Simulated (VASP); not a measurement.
**PbS: single point with PBE**

PbS:

```xyz
2
Lattice="0.0000 2.9657 2.9657 2.9657 0.0000 2.9657 2.9657 2.9657 0.0000" Properties=species:S:1:pos:R:3 pbc="T T T"
Pb    0.0000    0.0000    0.0000
S     2.9657    2.9557    2.9657
```

```yaml
Program: VASP 6.6.1
Task: single point
Functional: PBE
Potentials_or_basis: VASP PAW PBE potentials, release 64 (Pb_d, S)
Cutoff: 500 eV
k_mesh: 6 × 6 × 6
Occupations: gaussian, width 0.01 eV
Spin: no spin polarisation
Dipole_correction: no
Further_INCAR_settings: ALGO = Normal; EDIFF = 1e-06; NBANDS = 17
```

```
Pressure               : 2.1 GPa
Largest force          : 0.003 eV/Å
Band gap on the k mesh : 0.37 eV
```

Forces in eV/Å, atoms in the order of the input:
```
Pb   0.000 -0.003  0.000
S    0.000  0.003  0.000
```

Levels at points of the mesh, in eV from the valence-band top:
```csv
k point,band 8,band 9,band 10,band 11,band 12,band 13
"(0.00, 0.00, 0.00)",-2.17,-2.17,-2.17,5.21,5.21,5.22
"(0.50, 0.00, 0.00)",-1.78,-1.78,0.00,0.37,1.97,1.97
"(0.50, 0.50, 0.00)",-5.20,-3.44,-3.44,3.86,5.58,5.69
"(0.50, 0.00, 0.50)",-5.20,-3.44,-3.44,3.86,5.58,5.69
```

Wall time 8.6 s on 1 thread of Intel(R) Xeon(R) 6975P-C (Granite Rapids) (shared host), peak memory 0.18 GiB.

Caveat: spin-orbit coupling is left out, which moves the levels of the heavy elements. A k mesh can miss the band edges.
